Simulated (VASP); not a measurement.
Input of a VASP 6.6.1 run:

The input INCAR:

```
  ALGO = Normal
  EDIFF = 1E-6
  ENCUT = 520
  GGA = PS
  ISIF = 2
  ISMEAR = -1
  LASPH = True
  LCHARG = False
  LREAL = False
  LWAVE = False
  NBANDS = 30
  NELM = 100
  PREC = Accurate
  SIGMA = 0.03
```

File KPOINTS:

```
k-points
0
Gamma
  6 6 6
```

The input POSCAR:

```
Ca2GeSb2
1.0
   -1.9755789724      1.9755789724      8.1023284051
    1.9755789724     -1.9755789724      8.1023284051
    1.9755789724      1.9755789724     -8.1023284051
Ca Ge Sb
2 1 2
Direct
    0.5988563877      0.5988563877      0.0000000000
    0.4011436123      0.4011436123      0.0000000000
    0.0000000000      0.0000000000      0.0000000000
    0.1939176196      0.1939176196      0.0000000000
    0.8060823804      0.8060823804      0.0000000000
```

Potentials or basis: VASP PAW PBE potentials, release 64 (Ca_sv, Ge_d, Sb).

Run with:

```sh
$ cat potpaw_PBE.64/Ca_sv/POTCAR potpaw_PBE.64/Ge_d/POTCAR potpaw_PBE.64/Sb/POTCAR > POTCAR
$ mpirun -np 1 vasp_std > vasp.out
```

Predict the band gap on the k mesh.

zero (bands 22 and 23 overlap by 1.80 eV).

Estimate the largest force.

0.011 eV/Å.

What does it give for the pressure?

0.1 GPa.

Forces on the atoms (eV/Å):
```
Ca   0.000  0.000 -0.011
Ca   0.000  0.000  0.011
Ge   0.000  0.000  0.000
Sb   0.000  0.000  0.011
Sb   0.000  0.000 -0.011
```

Caveat: the PAW data sets were made with another functional, which shifts forces and pressure a little; spin-orbit coupling is left out, which moves the levels of the heavy elements.
